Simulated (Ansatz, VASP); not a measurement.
CdSe: VASP beside Ansatz

Contents of INCAR:

```
PREC = Accurate
ENCUT = 500
EDIFF = 1E-6
ISMEAR = 0
SIGMA = 0.05
LREAL = F
LASPH = T
NELM = 120
ALGO = Normal
ISIF = 2
LWAVE = F
LCHARG = F
GGA = PE
NBANDS = 16
GGA_COMPAT = F
```

The input KPOINTS:

```
regular mesh
0
Gamma
  6 6 6
```

File POSCAR:

```
CdSe
1.0
    0.0000000000      2.8688342902      2.8688342902
    2.8688342902      0.0000000000      2.8688342902
    2.8688342902      2.8688342902      0.0000000000
Cd Se
1 1
Direct
    0.0000000000      0.0000000000      0.0000000000
    0.5000000000      0.5000000000      0.5000000000
```

Input for Ansatz:

```yaml
crystal:
  lattice:
    - [0.0, 2.8688342902, 2.8688342902]
    - [2.8688342902, 0.0, 2.8688342902]
    - [2.8688342902, 2.8688342902, 0.0]
  atoms:
    - { symbol: Cd, position: [0.0, 0.0, 0.0] }
    - { symbol: Se, position: [0.5, 0.5, 0.5] }
basis:
  ecutwfc: 420
kpoints:
  mp_grid: { grid: [6, 6, 6] }
hamiltonian:
  xc: pbe
scf:
  occupations: { method: gaussian, width: 0.05 }
output:
  forces: true
  stress: true
  eigenvalues: true
```

Alike in both runs: task single point; functional PBE; k mesh 6 × 6 × 6; occupations gaussian, width 0.05 eV; no spin polarisation.

|  | VASP | Ansatz |
| --- | --- | --- |
| version | VASP 6.6.1 | Ansatz 0.2.0 |
| potentials or method | VASP PAW PBE potentials, release 64 (Cd, Se), cutoff 500 eV | scalar-relativistic, plane waves, PAW |
| valence electrons in the cell | 18 | 36 |

|  | VASP | Ansatz | Ansatz less VASP |
| --- | --- | --- | --- |
| gap on the k mesh at the Fermi level (eV) | none | none | - |
| pressure (GPa) | 0.3 | 0.0 | -0.33 |

A gap of «none» marks a metal or a gap that the smearing closes. VASP's potentials hold 18 valence electrons a cell and Ansatz's 36, so a difference there can come from the potentials and not from the codes.
